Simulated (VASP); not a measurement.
# La (Im-3m) in VASP: notebook

Runs on La. Level: r2SCAN. Tasks: single point.

All numbers are computed with VASP 6.6.1; they aren't measurements. Logs are shortened: lines on timing, memory, paths and dates and some standing lists are left out, and cuts for length are marked.

## 1. The cell of the first run

It takes space group Im-3m (No. 229, cubic). Conventional cell: a = 4.358 Å, b = 4.358 Å, c = 4.358 Å, α = 90.00°, β = 90.00°, γ = 90.00°. Within 5.0 Å of La (site symmetry m-3m) lie 14 La at 3.77 to 4.36 Å.

This isn't the form of La at room conditions, which is double hcp.

## 2. Single point, r2SCAN, collinear spin (41.37 Å³/atom)

The input, POSCAR:

```
La
1.0
   -2.1787592117      2.1787592117      2.1787592117
    2.1787592117     -2.1787592117      2.1787592117
    2.1787592117      2.1787592117     -2.1787592117
La
1
Direct
    0.0000000000      0.0000000000      0.0000000000
```

The input, INCAR.step1:

```
PREC = Accurate ; ENCUT = 520
ISMEAR = -1 ; SIGMA = 0.05
LREAL = False ; LASPH = True
NELM = 150 ; ISPIN = 2
MAGMOM = 0.333 ; LMAXMIX = 6
NBANDS = 16 ; GGA = PE
ALGO = Normal ; EDIFF = 1E-4
LWAVE = True ; LCHARG = False
```

The input, INCAR.step2:

```
PREC = Accurate ; ENCUT = 520
EDIFF = 1E-7 ; ISMEAR = -1
SIGMA = 0.05 ; LREAL = False
LASPH = True ; NELM = 150
ALGO = Normal ; ISIF = 2
LWAVE = False ; LCHARG = False
ISPIN = 2 ; MAGMOM = 0.333
LORBIT = 11 ; LMAXMIX = 6
METAGGA = R2SCAN ; LMIXTAU = True
NBANDS = 16 ; ISTART = 1
```

The input, KPOINTS:

```
Automatic mesh
0
Gamma
  17 17 17
```

Potentials or basis: VASP PAW PBE potentials, release 64 (La).

Command:

```
$ cat potpaw_PBE.64/La/POTCAR > POTCAR
$ cp INCAR.step1 INCAR
$ mpirun -np 1 vasp_std > vasp.out
$ cp INCAR.step2 INCAR
$ mpirun -np 1 vasp_std > vasp.out
```

OUTCAR:

```text
PREC = Accurate
   ENCUT = 520
   EDIFF = 1E-7
   ISMEAR = -1
   LREAL = False
   LASPH = True
   NELM = 150
   ISIF = 2
   ISPIN = 2
   LORBIT = 11
   METAGGA = R2SCAN
   ISTART = 1

 ion  position               nearest neighbor table
   1  0.000  0.000  0.000-

  LATTYP: Found a body centered cubic cell.
 ALAT       =     4.3575184234

  Lattice vectors:

 A1 = (  -2.1787592117,   2.1787592117,   2.1787592117)
 A2 = (   2.1787592117,  -2.1787592117,   2.1787592117)
 A3 = (   2.1787592117,   2.1787592117,  -2.1787592117)

Analysis of symmetry for initial positions (statically):
=====================================================================
 Subroutine PRICEL returns:
 Original cell was already a primitive cell.

 Routine SETGRP: Setting up the symmetry group for a
 body centered cubic supercell.

 Subroutine GETGRP returns: Found 48 space group operations
 (whereof 48 operations were pure point group operations)
 out of a pool of 48 trial point group operations.

The static configuration has the point symmetry O_h .

Analysis of symmetry for dynamics (positions and initial velocities):
=====================================================================
 Subroutine PRICEL returns:
 Original cell was already a primitive cell.

 Routine SETGRP: Setting up the symmetry group for a
 body centered cubic supercell.

 Subroutine GETGRP returns: Found 48 space group operations
 (whereof 48 operations were pure point group operations)
 out of a pool of 48 trial point group operations.

The dynamic configuration has the point symmetry O_h .

Analysis of structural, dynamic, and magnetic symmetry:
=====================================================================
 Subroutine PRICEL returns:
 Original cell was already a primitive cell.

 Routine SETGRP: Setting up the symmetry group for a
 body centered cubic supercell.

 Subroutine GETGRP returns: Found 48 space group operations
 (whereof 48 operations were pure point group operations)
 out of a pool of 48 trial point group operations.

The overall configuration has the point symmetry O_h .

 Subroutine INISYM returns: Found 48 space group operations
 (whereof 48 operations are pure point group operations),
 and found     1 'primitive' translations

----------------------------------------------------------------------------------------

                                     Primitive cell

  volume of cell :      41.3702

  direct lattice vectors                    reciprocal lattice vectors
    -2.178759212  2.178759212  2.178759212     0.000000000  0.229488416  0.229488416
     2.178759212 -2.178759212  2.178759212     0.229488416  0.000000000  0.229488416
     2.178759212  2.178759212 -2.178759212     0.229488416  0.229488416  0.000000000

  length of vectors
     3.773721652  3.773721652  3.773721652     0.324545630  0.324545630  0.324545630

  position of ions in fractional coordinates (direct lattice)
     0.000000000  0.000000000  0.000000000

  ion indices of the primitive-cell ions
   primitive index   ion index
                 1           1

----------------------------------------------------------------------------------------

 KPOINTS: Automatic mesh

Automatic generation of k-mesh.
 Grid dimensions read from file:
 generate k-points for:   17   17   17

 Generating k-lattice:

  Cartesian coordinates                     Fractional coordinates (reciprocal lattice)
     0.000000000  0.013499319  0.013499319     0.058823529  0.000000000  0.000000000
     0.013499319  0.000000000  0.013499319     0.000000000  0.058823529  0.000000000
     0.013499319  0.013499319  0.000000000     0.000000000  0.000000000  0.058823529

  Length of vectors
     0.019090919  0.019090919  0.019090919

  Shift w.r.t. Gamma in fractional coordinates (k-lattice)
     0.000000000  0.000000000  0.000000000

 Subroutine IBZKPT returns following result:
 ===========================================

 Found    165 irreducible k-points:

 Following reciprocal coordinates:
            Coordinates               Weight
  0.000000  0.000000  0.000000      1.000000
  0.058824  0.000000  0.000000     12.000000
  0.117647  0.000000  0.000000     12.000000
  0.176471  0.000000  0.000000     12.000000
  0.235294  0.000000  0.000000     12.000000
  0.294118  0.000000  0.000000     12.000000
[... 16 lines left out ...]
  0.411765  0.117647  0.000000     48.000000
  0.176471  0.176471  0.000000     24.000000
 [... further k-points ...]
   k-points           NKPTS =    165   k-points in BZ     NKDIM =    165   number of bands    NBANDS=     16
   number of dos      NEDOS =    301   number of ions     NIONS =      1
   total plane-waves  NPLWV =  21952
   dimension x,y,z NGX =    28 NGY =   28 NGZ =   28
   dimension x,y,z NGXF=    56 NGYF=   56 NGZF=   56
   ions per type =               1
   NGX,Y,Z   is equivalent  to a cutoff of  12.34, 12.34, 12.34 a.u.
   NGXF,Y,Z  is equivalent  to a cutoff of  24.67, 24.67, 24.67 a.u.
 SYSTEM =  unknown system
   PREC   = accura    normal or accurate (medium, high low for compatibility)
   ISTART =      1    job   : 0-new  1-cont  2-samecut
   ICHARG =      0    charge: 1-file 2-atom 10-const
   ISPIN  =      2    spin polarized calculation?
   LNONCOLLINEAR =      F non collinear calculations
   LSORBIT =      F    spin-orbit coupling
   LASPH  =      T    aspherical Exc in radial PAW
   ENCUT  =  520.0 eV  38.22 Ry    6.18 a.u.   7.02  7.02  7.02*2*pi/ulx,y,z
   NELM   =    150;   NELMIN=  2; NELMDL=  0     # of ELM steps
   EDIFF  = 0.1E-06   stopping-criterion for ELM
   LREAL  =      F    real-space projection
   EDIFFG = 0.1E-05   stopping-criterion for IOM
   NSW    =      0    number of steps for IOM
   IBRION =     -1    ionic relax: 0-MD 1-quasi-New 2-CG
   NFREE  =      0    steps in history (QN), initial steepest desc. (CG)
   ISIF   =      2    stress and relaxation
   ISYM   =      2    0-nonsym 1-usesym 2-fastsym
   POTIM  = 0.5000    time-step for ionic-motion
   TEBEG  =    0.0;   TEEND  =   0.0 temperature during run
   PSTRESS=    0.0 pullay stress
   NELECT =      11.0000    total number of electrons
   NUPDOWN=      -1.0000    fix difference up-down
   EMIN   =  10.00;   EMAX   =-10.00  energy-range for DOS
   EFERMI =   0.00;   METHOD = LEGACY
   ISMEAR =    -1;   SIGMA  =   0.05  broadening in eV -4-tet -1-fermi 0-gaus
   EFERMI_NEDOS =   21; number of points for ismear=-14 and -15
   IALGO  =     38    algorithm
   IMIX   =      4    mixing-type and parameters
     AMIX     =   0.40;   BMIX     =  1.00
     AMIX_MAG =   1.60;   BMIX_MAG =  1.00
  volume/ion in A,a.u.               =      41.37       279.18
  Fermi-wavevector in a.u.,A,eV,Ry     =   1.052713  1.989338 15.078029  1.108204
  Thomas-Fermi vector in A             =   2.187806
   LORBIT       =     11    0 simple, 1 ext, 2 COOP (PROOUT), +10 PAW based schemes
   METAGGA = R2SCAN    functional components
   LHFCALC =     F    Hartree Fock is set to
   AEXX    =    0.0000 exact exchange contribution
   IVDW    =     0    specifies the selected vdW correction
   LEPSILON=     F    determine dielectric tensor
   LRPA    =     F    only Hartree local field effects (RPA)
 spin polarized calculation
  energy-cutoff  :      520.00
  volume of cell :       41.37
 maximum number of plane-waves:      1136
   NGX = 13   NGY = 13   NGZ = 13

 number of electron      11.0000001 magnetization       0.5352225

 Free energy of the ion-electron system (eV)
  ---------------------------------------------------
  ext. energy  EPLUGINS =         0.00000000
  ---------------------------------------------------
  free energy    TOTEN  =       -29.62853758 eV

  energy without entropy =      -29.61473355  energy(sigma->0) =      -29.62163556

 E-fermi :   7.0196     XC(G=0):  -9.7528

 val. band max:        7.0187200223   @ k =   0.1765   0.1176   0.0588
 cond. band min:       7.0219868550   @ k =  -0.3529   0.3529   0.0588
 fundamental gap:      0.0032668327
 Fermi energy:         7.0196161687

 spin component 1

 k-point     1 :       0.0000    0.0000    0.0000
  band No.  band energies     occupation
      1     -27.3537      1.00000
      2     -10.0594      1.00000
      3     -10.0594      1.00000
      4     -10.0594      1.00000
      5       3.3550      1.00000
      6       8.3438      0.00000
[... 8 lines left out ...]
     15       9.3740      0.00000
     16      10.5033      0.00000

 k-point     2 :       0.0588    0.0000    0.0000
  band No.  band energies     occupation
      1     -27.3487      1.00000
      2     -10.0997      1.00000
      3     -10.0711      1.00000
      4     -10.0598      1.00000
      5       3.4563      1.00000
      6       8.1814      0.00000
[... 8 lines left out ...]
     15       9.4092      0.00000
     16      10.4471      0.00000

 k-point     3 :       0.1176    0.0000    0.0000
  band No.  band energies     occupation
      1     -27.3344      1.00000
      2     -10.2131      1.00000
      3     -10.1043      1.00000
      4     -10.0610      1.00000
      5       3.7443      1.00000
      6       7.9188      0.00000
[... 8 lines left out ...]
     15       9.5552      0.00000
     16      10.3355      0.00000
[... 362 lines left out ...]
 k-point    23 :       0.4118    0.1176    0.0000
  band No.  band energies     occupation
      1     -27.1994      1.00000
      2     -11.0758      1.00000
      3     -10.4373      1.00000
      4     -10.1229      1.00000
      5       5.3221      1.00000
      6       6.7733      0.99279
[... 8 lines left out ...]
     15      10.5742      0.00000
     16      11.4127      0.00000

 k-point    24 :       0.1765    0.1765    0.0000
  band No.  band energies     occupation
      1     -27.2523      1.00000
      2     -10.7528      1.00000
      3     -10.2869      1.00000
      4     -10.1319      1.00000
      5       5.2926      1.00000
      6       6.9673      0.73990
[... 8 lines left out ...]
     15      10.2664      0.00000
     16      11.1370      0.00000

 [... further k-points ...]

 spin component 2

 k-point     1 :       0.0000    0.0000    0.0000
  band No.  band energies     occupation
      1     -27.2137      1.00000
      2      -9.8836      1.00000
      3      -9.8836      1.00000
      4      -9.8836      1.00000
      5       3.8107      1.00000
      6       8.7147      0.00000
[... 8 lines left out ...]
     15       9.4795      0.00000
     16      10.5668      0.00000

 k-point     2 :       0.0588    0.0000    0.0000
  band No.  band energies     occupation
      1     -27.2090      1.00000
      2      -9.9215      1.00000
      3      -9.8944      1.00000
      4      -9.8842      1.00000
      5       3.9103      1.00000
      6       8.5644      0.00000
[... 8 lines left out ...]
     15       9.5389      0.00000
     16      10.5152      0.00000

 k-point     3 :       0.1176    0.0000    0.0000
  band No.  band energies     occupation
      1     -27.1955      1.00000
      2     -10.0285      1.00000
      3      -9.9251      1.00000
      4      -9.8861      1.00000
      5       4.1940      1.00000
      6       8.3036      0.00000
[... 8 lines left out ...]
     15       9.7657      0.00000
     16      10.4212      0.00000
[... 362 lines left out ...]
 k-point    23 :       0.4118    0.1176    0.0000
  band No.  band energies     occupation
      1     -27.0682      1.00000
      2     -10.8461      1.00000
      3     -10.2363      1.00000
      4      -9.9503      1.00000
      5       5.7537      1.00000
      6       7.3066      0.00321
[... 8 lines left out ...]
     15      10.8350      0.00000
     16      11.6512      0.00000

 k-point    24 :       0.1765    0.1765    0.0000
  band No.  band energies     occupation
      1     -27.1181      1.00000
      2     -10.5386      1.00000
      3     -10.0973      1.00000
      4      -9.9550      1.00000
      5       5.7323      1.00000
      6       7.3500      0.00135
[... 8 lines left out ...]
     15      10.4595      0.00000
     16      11.3120      0.00000

 [... further k-points ...]

------------------------ aborting loop because EDIFF is reached ----------------------------------------

  FORCE on cell =-STRESS in cart. coord.  units (eV):
  Direction    XX          YY          ZZ          XY          YZ          ZX
  --------------------------------------------------------------------------------------
  -------------------------------------------------------------------------------------
  Total       -0.4583101     -0.4583101     -0.4583101     -0.0000000      0.0000000      0.0000000
  in kB      -17.7493424    -17.7493424    -17.7493424     -0.0000000      0.0000000      0.0000000
  external PRESSURE =     -17.7493424 kB  Pullay stress =       0.0000000 kB

 VOLUME and BASIS-vectors are now :
 -----------------------------------------------------------------------------
  energy-cutoff  :      520.00
  volume of cell :       41.37
      direct lattice vectors                 reciprocal lattice vectors
    -2.178759212  2.178759212  2.178759212     0.000000000  0.229488416  0.229488416
     2.178759212 -2.178759212  2.178759212     0.229488416  0.000000000  0.229488416
     2.178759212  2.178759212 -2.178759212     0.229488416  0.229488416  0.000000000

 POSITION                                       TOTAL-FORCE (eV/Angst)
 -----------------------------------------------------------------------------------
      0.00000      0.00000      0.00000         0.000000      0.000000      0.000000
 -----------------------------------------------------------------------------------
    total drift:                                0.000000     -0.000000     -0.000000

  FREE ENERGIE OF THE ION-ELECTRON SYSTEM (eV)
  ---------------------------------------------------
  free  energy   TOTEN  =       -29.6285375800 eV

  energy  without entropy=      -29.6147335455  energy(sigma->0) =      -29.62163556

 total charge

# of ion       s       p       d       f       tot
--------------------------------------------------
    1        2.035   5.595   0.801   0.062   8.492

 magnetization (x)

# of ion       s       p       d       f       tot
--------------------------------------------------
    1        0.002   0.007   0.207   0.018   0.235
```

It took 11 min on 1 thread of Intel Xeon 6975P-C (Granite Rapids), shared host; peak memory 0.34 GiB.

Results:

```yaml
Free_energy: -29.6285 eV
Pressure: -1.8 GPa
Net_moment: 0.54 μB per cell
Site_moments: La +0.23 μB
Valence_electrons_inside_the_program's_atomic_spheres: La 8.49
```

Caveat: the PAW data sets were made with another functional, which shifts forces and pressure a little; spin-orbit coupling is left out, which moves the levels of the heavy elements.

[end of part 1 of 2]
